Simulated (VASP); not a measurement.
# MgS (Niningerite) (Fm-3m) in VASP: notebook, part 2 of 2

VASP 6.6.1. The steps go on from the part before.

**3. Single point, r2SCAN**

This run uses another cell than the first one, of 17.61 Å³/atom, 1.042 times its volume.

Input file POSCAR:

```
MgS
1.0
    0.0000000000      2.6016500000      2.6016500000
    2.6016500000      0.0000000000      2.6016500000
    2.6016500000      2.6016500000      0.0000000000
Mg S
1 1
Direct
    0.0000000000      0.0000000000      0.0000000000
    0.5000000000      0.5000000000      0.5000000000
```

Input file INCAR.step1:

```
SYSTEM = MgS
ALGO = Normal ; EDIFF = 1E-4
ENCUT = 520 ; GGA = PE
ISMEAR = 0 ; LASPH = .True.
LCHARG = .False. ; LREAL = .False.
LWAVE = .True. ; NBANDS = 11
NELM = 60 ; PREC = Accurate
SIGMA = 0.01
```

Input file INCAR.step2:

```
SYSTEM = MgS
ALGO = Normal ; EDIFF = 1E-7
ENCUT = 520 ; ISIF = 2
ISMEAR = 0 ; ISTART = 1
LASPH = .True. ; LCHARG = .False.
LMIXTAU = .True. ; LREAL = .False.
LWAVE = .False. ; METAGGA = R2SCAN
NBANDS = 11 ; NELM = 60
PREC = Accurate ; SIGMA = 0.01
```

Input file KPOINTS:

```
k-points
0
Gamma
  6 6 6
  0 0 0
```

Potentials or basis: VASP PAW PBE potentials, release 64 (Mg, S).

Command:

```console
$ cat potpaw_PBE.64/Mg/POTCAR potpaw_PBE.64/S/POTCAR > POTCAR
$ cp INCAR.step1 INCAR
$ mpirun -np 1 vasp_std > vasp.out
$ cp INCAR.step2 INCAR
$ mpirun -np 1 vasp_std > vasp.out
```

OUTCAR:

```text
SYSTEM = MgS
   EDIFF = 1E-7
   ENCUT = 520
   ISIF = 2
   ISMEAR = 0
   ISTART = 1
   LASPH = .True.
   LREAL = .False.
   METAGGA = R2SCAN
   NELM = 60
   PREC = Accurate

 ion  position               nearest neighbor table
   1  0.000  0.000  0.000-   2 2.60   2 2.60   2 2.60   2 2.60   2 2.60   2 2.60
   2  0.500  0.500  0.500-   1 2.60   1 2.60   1 2.60   1 2.60   1 2.60   1 2.60

  LATTYP: Found a face centered cubic cell.
 ALAT       =     5.2033000000

  Lattice vectors:

 A1 = (   0.0000000000,   2.6016500000,   2.6016500000)
 A2 = (   2.6016500000,   0.0000000000,   2.6016500000)
 A3 = (   2.6016500000,   2.6016500000,   0.0000000000)

Analysis of symmetry for initial positions (statically):
=====================================================================
 Subroutine PRICEL returns:
 Original cell was already a primitive cell.

 Routine SETGRP: Setting up the symmetry group for a
 face centered cubic supercell.

 Subroutine GETGRP returns: Found 48 space group operations
 (whereof 48 operations were pure point group operations)
 out of a pool of 48 trial point group operations.

The static configuration has the point symmetry O_h .

Analysis of symmetry for dynamics (positions and initial velocities):
=====================================================================
 Subroutine PRICEL returns:
 Original cell was already a primitive cell.

 Routine SETGRP: Setting up the symmetry group for a
 face centered cubic supercell.

 Subroutine GETGRP returns: Found 48 space group operations
 (whereof 48 operations were pure point group operations)
 out of a pool of 48 trial point group operations.

The dynamic configuration has the point symmetry O_h .

 Subroutine INISYM returns: Found 48 space group operations
 (whereof 48 operations are pure point group operations),
 and found     1 'primitive' translations

----------------------------------------------------------------------------------------

                                     Primitive cell

  volume of cell :      35.2190

  direct lattice vectors                    reciprocal lattice vectors
     0.000000000  2.601650000  2.601650000    -0.192185728  0.192185728  0.192185728
     2.601650000  0.000000000  2.601650000     0.192185728 -0.192185728  0.192185728
     2.601650000  2.601650000  0.000000000     0.192185728  0.192185728 -0.192185728

  length of vectors
     3.679288715  3.679288715  3.679288715     0.332875446  0.332875446  0.332875446

  position of ions in fractional coordinates (direct lattice)
     0.000000000  0.000000000  0.000000000
     0.500000000  0.500000000  0.500000000

  ion indices of the primitive-cell ions
   primitive index   ion index
                 1           1
                 2           2

----------------------------------------------------------------------------------------

 KPOINTS: k-points

Automatic generation of k-mesh.
 Grid dimensions read from file:
 generate k-points for:    6    6    6

 Generating k-lattice:

  Cartesian coordinates                     Fractional coordinates (reciprocal lattice)
    -0.032030955  0.032030955  0.032030955     0.166666667  0.000000000  0.000000000
     0.032030955 -0.032030955  0.032030955     0.000000000  0.166666667  0.000000000
     0.032030955  0.032030955 -0.032030955     0.000000000  0.000000000  0.166666667

  Length of vectors
     0.055479241  0.055479241  0.055479241

  Shift w.r.t. Gamma in fractional coordinates (k-lattice)
     0.000000000  0.000000000  0.000000000

 Subroutine IBZKPT returns following result:
 ===========================================

 Found     16 irreducible k-points:

 Following reciprocal coordinates:
            Coordinates               Weight
  0.000000  0.000000  0.000000      1.000000
  0.166667  0.000000  0.000000      8.000000
  0.333333  0.000000  0.000000      8.000000
  0.500000  0.000000  0.000000      4.000000
  0.166667  0.166667  0.000000      6.000000
  0.333333  0.166667  0.000000     24.000000
[... 8 lines left out ...]
 -0.333333  0.333333  0.166667     24.000000
 -0.333333  0.500000  0.166667     12.000000
   k-points           NKPTS =     16   k-points in BZ     NKDIM =     16   number of bands    NBANDS=     11
   number of dos      NEDOS =    301   number of ions     NIONS =      2
   total plane-waves  NPLWV =  21952
   dimension x,y,z NGX =    28 NGY =   28 NGZ =   28
   dimension x,y,z NGXF=    56 NGYF=   56 NGZF=   56
   ions per type =               1   1
   NGX,Y,Z   is equivalent  to a cutoff of  12.65, 12.65, 12.65 a.u.
   NGXF,Y,Z  is equivalent  to a cutoff of  25.30, 25.30, 25.30 a.u.
 SYSTEM =  MgS
   PREC   = accura    normal or accurate (medium, high low for compatibility)
   ISTART =      1    job   : 0-new  1-cont  2-samecut
   ICHARG =      0    charge: 1-file 2-atom 10-const
   ISPIN  =      1    spin polarized calculation?
   LNONCOLLINEAR =      F non collinear calculations
   LSORBIT =      F    spin-orbit coupling
   LASPH  =      T    aspherical Exc in radial PAW
   ENCUT  =  520.0 eV  38.22 Ry    6.18 a.u.   6.84  6.84  6.84*2*pi/ulx,y,z
   NELM   =     60;   NELMIN=  2; NELMDL=  0     # of ELM steps
   EDIFF  = 0.1E-06   stopping-criterion for ELM
   LREAL  =      F    real-space projection
   EDIFFG = 0.1E-05   stopping-criterion for IOM
   NSW    =      0    number of steps for IOM
   IBRION =     -1    ionic relax: 0-MD 1-quasi-New 2-CG
   NFREE  =      0    steps in history (QN), initial steepest desc. (CG)
   ISIF   =      2    stress and relaxation
   ISYM   =      2    0-nonsym 1-usesym 2-fastsym
   POTIM  = 0.5000    time-step for ionic-motion
   TEBEG  =    0.0;   TEEND  =   0.0 temperature during run
   PSTRESS=    0.0 pullay stress
   NELECT =       8.0000    total number of electrons
   NUPDOWN=      -1.0000    fix difference up-down
   EMIN   =  10.00;   EMAX   =-10.00  energy-range for DOS
   EFERMI =   0.00;   METHOD = LEGACY
   ISMEAR =     0;   SIGMA  =   0.01  broadening in eV -4-tet -1-fermi 0-gaus
   EFERMI_NEDOS =   21; number of points for ismear=-14 and -15
   IALGO  =     38    algorithm
   IMIX   =      4    mixing-type and parameters
     AMIX     =   0.40;   BMIX     =  1.00
     AMIX_MAG =   1.60;   BMIX_MAG =  1.00
  volume/ion in A,a.u.               =      17.61       118.83
  Fermi-wavevector in a.u.,A,eV,Ry     =   0.998878  1.887606 13.575323  0.997758
  Thomas-Fermi vector in A             =   2.131131
   LORBIT       =      0    0 simple, 1 ext, 2 COOP (PROOUT), +10 PAW based schemes
   METAGGA = R2SCAN    functional components
   LHFCALC =     F    Hartree Fock is set to
   AEXX    =    0.0000 exact exchange contribution
   IVDW    =     0    specifies the selected vdW correction
   LEPSILON=     F    determine dielectric tensor
   LRPA    =     F    only Hartree local field effects (RPA)
 non-spin polarized calculation
 Gauss-broadening in eV      SIGMA  =   0.01
  energy-cutoff  :      520.00
  volume of cell :       35.22
 maximum number of plane-waves:       960
   NGX = 13   NGY = 13   NGZ = 13

 number of electron       8.0000000 magnetization

 Free energy of the ion-electron system (eV)
  ---------------------------------------------------
  ext. energy  EPLUGINS =         0.00000000
  ---------------------------------------------------
  free energy    TOTEN  =       -15.50853828 eV

  energy without entropy =      -15.50853828  energy(sigma->0) =      -15.50853828

 E-fermi :   3.5524     XC(G=0): -10.0893

 val. band max:        3.4944013797   @ k =   0.0000   0.0000   0.0000
 cond. band min:       6.9268244815   @ k =   0.5000   0.5000   0.0000
 fundamental gap:      3.4324231017
 Fermi energy:         3.5524311519

 k-point     1 :       0.0000    0.0000    0.0000
  band No.  band energies     occupation
      1      -9.6883      2.00000
      2       3.4944      2.00000
      3       3.4944      2.00000
      4       3.4944      2.00000
      5       8.1088      0.00000
      6      12.0245      0.00000
      7      12.0245      0.00000
      8      12.0245      0.00000
      9      14.4350      0.00000
     10      14.4350      0.00000
     11      17.0363      0.00000
[... 197 lines left out ...]
 k-point    16 :      -0.3333    0.5000    0.1667
  band No.  band energies     occupation
      1      -7.9378      2.00000
      2      -0.3226      2.00000
      3       0.8703      2.00000
      4       1.2824      2.00000
      5       8.5470      0.00000
      6      10.3019      0.00000
      7      13.4179      0.00000
      8      14.1014      0.00000
      9      18.4713      0.00000
     10      19.6512      0.00000
     11      19.9381      0.00000

------------------------ aborting loop because EDIFF is reached ----------------------------------------

  FORCE on cell =-STRESS in cart. coord.  units (eV):
  Direction    XX          YY          ZZ          XY          YZ          ZX
  --------------------------------------------------------------------------------------
  -------------------------------------------------------------------------------------
  Total       -0.0994733     -0.0994733     -0.0994733      0.0000000      0.0000000      0.0000000
  in kB       -4.5252268     -4.5252268     -4.5252268      0.0000000      0.0000000      0.0000000
  external PRESSURE =      -4.5252268 kB  Pullay stress =       0.0000000 kB

 VOLUME and BASIS-vectors are now :
 -----------------------------------------------------------------------------
  energy-cutoff  :      520.00
  volume of cell :       35.22
      direct lattice vectors                 reciprocal lattice vectors
     0.000000000  2.601650000  2.601650000    -0.192185728  0.192185728  0.192185728
     2.601650000  0.000000000  2.601650000     0.192185728 -0.192185728  0.192185728
     2.601650000  2.601650000  0.000000000     0.192185728  0.192185728 -0.192185728

 POSITION                                       TOTAL-FORCE (eV/Angst)
 -----------------------------------------------------------------------------------
      0.00000      0.00000      0.00000         0.000000      0.000000     -0.000000
      2.60165      2.60165      2.60165        -0.000000     -0.000000      0.000000
 -----------------------------------------------------------------------------------
    total drift:                                0.000000      0.000000      0.000000

  FREE ENERGIE OF THE ION-ELECTRON SYSTEM (eV)
  ---------------------------------------------------
  free  energy   TOTEN  =       -15.5085382830 eV

  energy  without entropy=      -15.5085382830  energy(sigma->0) =      -15.50853828
```

Run time: 20 s. Hardware: 1 thread of Intel Xeon 6975P-C (Granite Rapids), shared host; peak memory 0.16 GiB.

Results:

- Free energy: -15.5085 eV
- Pressure: -0.5 GPa
- Band gap on the k mesh: 3.43 eV, indirect (least direct gap 4.61 eV)

Levels at points of the mesh, in eV from the valence-band top:
```
           k point  band 1  band 2  band 3  band 4  band 5  band 6  band 7  band 8  band 9
(0.00, 0.00, 0.00)  -13.18    0.00    0.00    0.00    4.61    8.53    8.53    8.53   10.94
(0.50, 0.00, 0.00)  -11.85   -4.88   -0.62   -0.62    5.22    7.50    7.50   11.23   13.23
(0.50, 0.50, 0.00)  -11.46   -4.27   -1.73   -1.73    3.43    4.92   13.14   13.49   14.54
```

Caveat: the PAW data sets were made with another functional, which shifts forces and pressure a little.

**4. Single point, r2SCAN**

This run uses another cell than the first one, of 18.31 Å³/atom, 1.083 times its volume.

Input file POSCAR:

```
MgS
1.0
    0.0000000000      2.6358861629      2.6358861629
    2.6358861629      0.0000000000      2.6358861629
    2.6358861629      2.6358861629      0.0000000000
Mg S
1 1
Direct
    0.0000000000      0.0000000000      0.0000000000
    0.5000000000      0.5000000000      0.5000000000
```

Input file INCAR.step1:

```
SYSTEM = MgS
PREC = Accurate
ENCUT = 520
ISMEAR = 0
SIGMA = 0.01
LREAL = .FALSE.
LASPH = .TRUE.
NELM = 60
NBANDS = 11
GGA = PE
ALGO = Normal
EDIFF = 1E-4
LWAVE = .TRUE.
LCHARG = .FALSE.
```

Input file INCAR.step2:

```
SYSTEM = MgS
PREC = Accurate
ENCUT = 520
EDIFF = 1E-7
ISMEAR = 0
SIGMA = 0.01
LREAL = .FALSE.
LASPH = .TRUE.
NELM = 60
ALGO = Normal
ISIF = 2
LWAVE = .FALSE.
LCHARG = .FALSE.
METAGGA = R2SCAN
LMIXTAU = .TRUE.
NBANDS = 11
ISTART = 1
```

Input file KPOINTS:

```
Automatic mesh
0
G
  6 6 6
  0 0 0
```

Command:

```console
$ cat potpaw_PBE.64/Mg/POTCAR potpaw_PBE.64/S/POTCAR > POTCAR
$ cp INCAR.step1 INCAR
$ mpirun -np 1 vasp_std > vasp.out
$ cp INCAR.step2 INCAR
$ mpirun -np 1 vasp_std > vasp.out
```

It took 21 s on 1 thread of Intel Xeon 6975P-C (Granite Rapids), shared host; peak memory 0.16 GiB.

The run converged. Its results:

| Property | Result |
| --- | --- |
| Free energy | -15.4918 eV |
| Pressure | -3.3 GPa |
| Band gap on the k mesh | 3.35 eV, indirect (least direct gap 4.29 eV) |

Levels at points of the mesh, in eV from the valence-band top:
```
           k point  band 1  band 2  band 3  band 4  band 5  band 6  band 7  band 8  band 9
(0.00, 0.00, 0.00)  -12.96    0.00    0.00    0.00    4.29    8.55    8.55    8.55   10.89
(0.50, 0.00, 0.00)  -11.73   -4.67   -0.58   -0.58    5.15    7.45    7.45   10.78   13.00
(0.50, 0.50, 0.00)  -11.37   -4.07   -1.64   -1.64    3.35    5.04   12.73   13.37   14.11
```

Caveat: the PAW data sets were made with another functional, which shifts forces and pressure a little.

**5. The runs side by side**

| cell | gap on the mesh (eV) | pressure (GPa) |
| --- | --- | --- |
| a = 3.630 Å, angles 60.0°, 2 atoms | 3.52 | 3.1 |
| a = 3.679 Å, angles 60.0°, 2 atoms | 3.43 | -0.5 |
| a = 3.728 Å, angles 60.0°, 2 atoms | 3.35 | -3.3 |

Alike in all rows: task single point; level r2SCAN; potentials or basis VASP PAW PBE potentials, release 64 (Mg, S); no spin polarisation; k mesh 6 × 6 × 6; cutoff (eV) 520; smearing gaussian 0.01 eV.

Caveats: the PAW data sets were made with another functional, which shifts forces and pressure a little.

Total energies depend on the potentials used, so only differences within one code and one set of settings carry meaning.
